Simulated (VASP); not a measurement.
A run of VASP 6.6.1 is set up as follows.

File INCAR:

```
  ALGO = Normal
  EDIFF = 1E-6
  ENCUT = 500
  GGA = PE
  GGA_COMPAT = F
  ISIF = 2
  ISMEAR = 1
  LASPH = T
  LCHARG = T
  LELF = T
  LREAL = F
  LVHAR = T
  LWAVE = F
  NBANDS = 11
  NELM = 120
  PREC = Accurate
  SIGMA = 0.1
```

KPOINTS

```
k-points
0
Gamma
  11 11 11
```

File POSCAR:

```
Hf
1.0
   -1.7928855410      1.7928855410      1.7928855410
    1.7928855410     -1.7928855410      1.7928855410
    1.7928855410      1.7928855410     -1.7928855410
Hf
1
Direct
    0.0000000000      0.0000000000      0.0000000000
```

Potentials or basis: VASP PAW PBE potentials, release 64 (Hf_pv).

Launch:

```console
$ cat potpaw_PBE.64/Hf_pv/POTCAR > POTCAR
$ mpirun -np 1 vasp_std > vasp.out
```

Question: What does it give for the band gap on the k mesh?

Answer: Zero (band 5 reaches 5.89 eV, above the bottom of band 6 at 3.56 eV).

Question: Estimate the pressure.

Answer: -3.9 GPa.

Caveat: spin-orbit coupling is left out, which moves the levels of the heavy elements.
